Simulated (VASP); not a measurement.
Set up this calculation in VASP 6.6.1, as the native input.

| Item | Value |
| --- | --- |
| Task | single point |
| Functional | PBE |
| Potentials or basis | VASP PAW PBE potentials, release 64 (Cu) |
| Cutoff | 520 eV |
| k mesh | 21 × 21 × 18 |
| Occupations | gaussian, width 0.1 eV |
| Spin | no spin polarisation |
| Dipole correction | no |
| Further INCAR settings | ALGO = Fast; EDIFF = 1e-06; NBANDS = 12 |

The structure of Cu lies in POSCAR:

```
Cu
1.0
    2.4889310332      0.0000000000      0.0000000000
   -1.2444655166      2.1554775030      0.0000000000
    0.0000000000      0.0000000000      2.4253221906
Cu
1
Direct
    0.0000000000      0.0000000000      0.0000000000
```

This isn't the form of Cu at room conditions, which is fcc.

One way to write it, as run:

INCAR

```
PREC = Accurate
ENCUT = 520
EDIFF = 1E-6
ISMEAR = 0
SIGMA = 0.1
LREAL = F
LASPH = T
NELM = 60
ALGO = Fast
ISIF = 2
LWAVE = F
LCHARG = T
GGA = PE
LELF = T
LVHAR = T
NBANDS = 12
```

KPOINTS

```
Automatic mesh
0
Gamma
  21 21 18
```

Potentials or basis: VASP PAW PBE potentials, release 64 (Cu).

Run with:

```sh
$ cat potpaw_PBE.64/Cu/POTCAR > POTCAR
$ mpirun -np 1 vasp_std > vasp.out
```

Results of the run:

```
Pressure               : 0.7 GPa
Band gap on the k mesh : zero (an odd number of electrons rules out a gap without spin polarisation)
```

Wall time 100 s on 1 thread of Intel Xeon 8259CL (shared host), peak memory 0.18 GiB.
